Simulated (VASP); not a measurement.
# KF: relaxation of shape and atoms at fixed volume with PBE

The system is KF.

```
K F
1.0
     2.01671    1.16435    3.29371
    -2.01671    1.16435    3.29371
     0.00000   -2.32870    3.29371
K F
1 1
Direct
  0.24937 0.24937 0.24937
  0.99939 0.99939 0.99939
```

| Quantity | Value |
| --- | --- |
| Program | VASP 6.6.1 |
| Task | relaxation of shape and atoms at fixed volume |
| Functional | PBE |
| Potentials or basis | VASP PAW PBE potentials, release 64 (K_sv, F) |
| Cutoff | 600 eV |
| k mesh | 8 × 8 × 8 |
| Occupations | gaussian, width 0.02 eV |
| Spin | no spin polarisation |
| Dipole correction | no |
| Further INCAR settings | ALGO = Normal; EDIFF = 1e-07; IBRION = 2; EDIFFG = -0.01; NSW = 50; ISIF = 4 |

- Pressure after relaxing: 3.5 GPa
- Band gap on the k mesh: 5.40 eV (least direct gap 5.68 eV)

Final structure:
```xyz
2
Lattice="2.0167 1.1643 3.2937 -2.0167 1.1643 3.2937 0.0000 -2.3287 3.2937" Properties=species:S:1:pos:R:3 pbc="T T T"
K     0.0000    0.0000    2.4641
F     0.0000    0.0000    9.8751
```

Levels at points of the mesh, in eV from the valence-band top:
```
           k point  band 6  band 7  band 8  band 9  band 10  band 11
(0.00, 0.00, 0.00)   -0.29   -0.29   -0.29    5.40    12.09    12.11
(0.50, 0.00, 0.00)   -0.30   -0.17   -0.17    8.30     9.67    11.21
(0.50, 0.50, 0.00)   -0.55    0.00    0.00    8.49     8.59    13.00
(0.50, 0.50, 0.50)   -0.30   -0.17   -0.17    8.30     9.67    11.21
```

Run time: 17 s on 1 thread of AMD EPYC 9R45 96-Core Processor (Zen 5) (shared host), peak memory 0.17 GiB.

A k mesh can miss the band edges.
